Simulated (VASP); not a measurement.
Ag: single point with r2SCAN

Crystal: Ag.

```
Ag
1.0
     2.82882    0.00000    0.00000
    -1.41441    2.44983    0.00000
     0.00000    0.00000    2.72293
Ag
1
Direct
  0.00000 0.00000 0.00000
```

```
Program             : VASP 6.6.1
Task                : single point
Functional          : r2SCAN
Potentials or basis : VASP PAW PBE potentials, release 64 (Ag)
Cutoff              : 520 eV
k mesh              : 9 × 9 × 6
Occupations         : gaussian, width 0.1 eV
Spin                : no spin polarisation
```

| Quantity | Value |
| --- | --- |
| Pressure | -0.1 GPa |

Stress tensor (GPa, compression positive):
```
-0.14  0.00  0.00
 0.00 -0.14  0.00
 0.00  0.00  0.02
```

Levels at points of the mesh, in eV from the Fermi level:
| k point | band 1 | band 2 | band 3 | band 4 | band 5 | band 6 | band 7 | band 8 | band 9 | band 10 |
| --- | --- | --- | --- | --- | --- | --- | --- | --- | --- | --- |
| (0.00, 0.00, 0.00) | -6.87 | -6.05 | -4.54 | -4.54 | -2.84 | -2.84 | 14.45 | 17.15 | 19.99 | 19.99 |
| (0.00, 0.00, 0.50) | -5.62 | -4.33 | -4.33 | -3.78 | -3.78 | -0.57 | 1.86 | 20.18 | 22.42 | 22.77 |

It took 17 s on 1 thread of Intel Xeon 6975P-C, on a shared host, peak memory 0.14 GiB.

Caveat: the k points lie up to 0.38 Å⁻¹ apart; the PAW data sets were made with another functional, which shifts forces and pressure a little.
